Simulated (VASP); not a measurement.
Set up this calculation in VASP 6.6.1, as the native input.

```
Task                   : single point
Functional             : PBE
Potentials or basis    : VASP PAW PBE potentials, release 64 (Ta_pv, As)
Cutoff                 : 520 eV
k mesh                 : 18 × 18 × 18
Occupations            : gaussian, width 0.1 eV
Spin                   : no spin polarisation
Dipole correction      : no
Further INCAR settings : ALGO = Normal; EDIFF = 1e-06; NBANDS = 24
```

The structure of TaAs lies in POSCAR:

```
TaAs
1.0
   -1.7701963177      1.7701963177      5.9448115702
    1.7701963177     -1.7701963177      5.9448115702
    1.7701963177      1.7701963177     -5.9448115702
Ta As
2 2
Direct
    0.5050798254      1.0050798254      0.5000000000
    0.7550798254      0.7550798254      0.0000000000
    0.0775195946      0.5775195946      0.5000000000
    0.3275195946      0.3275195946      0.0000000000
```

This cell differs from its parent crystal: strained.

One way to write it, as run:

INCAR

```
SYSTEM = TaAs
PREC = Accurate
ENCUT = 520
EDIFF = 1E-6
ISMEAR = 0
SIGMA = 0.1
LREAL = .False.
LASPH = .True.
NELM = 80
ALGO = Normal
ISIF = 2
LWAVE = .False.
LCHARG = .False.
GGA = PE
NBANDS = 24
```

KPOINTS

```
regular mesh
0
Gamma
  18 18 18
  0 0 0
```

Potentials or basis: VASP PAW PBE potentials, release 64 (Ta_pv, As).

The run is started by

```bash
$ cat potpaw_PBE.64/Ta_pv/POTCAR potpaw_PBE.64/As/POTCAR > POTCAR
$ mpirun -np 1 vasp_std > vasp.out
```

It gave:

* Pressure: -8.5 GPa
* Largest force: 0.993 eV/Å
* Band gap on the k mesh: zero (bands 16 and 17 overlap by 0.05 eV)

Caveat: the cell differs from its parent crystal (strained); the cell stands under tension; spin-orbit coupling is left out, which moves the levels of the heavy elements.

Run time: 13 min on 1 thread of Intel(R) Xeon(R) 6975P-C (Granite Rapids), with other jobs on the host, peak memory 0.91 GiB.
